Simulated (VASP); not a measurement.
A run of VASP 6.6.1 is set up as follows.

INCAR

```
SYSTEM = Se
  ALGO = Normal
  EDIFF = 1E-7
  ENCUT = 520
  GGA = RE
  ISIF = 2
  ISMEAR = -1
  LASPH = .TRUE.
  LCHARG = .FALSE.
  LREAL = .FALSE.
  LWAVE = .FALSE.
  NBANDS = 13
  NELM = 80
  PREC = Accurate
  SIGMA = 0.1
```

Contents of KPOINTS:

```
k-points
0
G
  9 9 9
  0 0 0
```

Contents of POSCAR:

```
Se
1.0
    0.0000000000      3.1963225272      3.1963225272
    3.1963225272      0.0000000000      3.1963225272
    3.1963225272      3.1963225272      0.0000000000
Se
2
Direct
    0.1250000000      0.1250000000      0.1250000000
    0.8750000000      0.8750000000      0.8750000000
```

Potentials or basis: VASP PAW PBE potentials, release 64 (Se).

The run is started by

```console
$ cat potpaw_PBE.64/Se/POTCAR > POTCAR
$ mpirun -np 1 vasp_std > vasp.out
```

(1) What does it give for the pressure?

(2) Predict the band gap on the k mesh.

Answers

(1) 0.0 GPa.

(2) zero (band 6 reaches 2.15 eV, above the bottom of band 7 at 1.15 eV).

Caveat: the PAW data sets were made with another functional, which shifts forces and pressure a little.
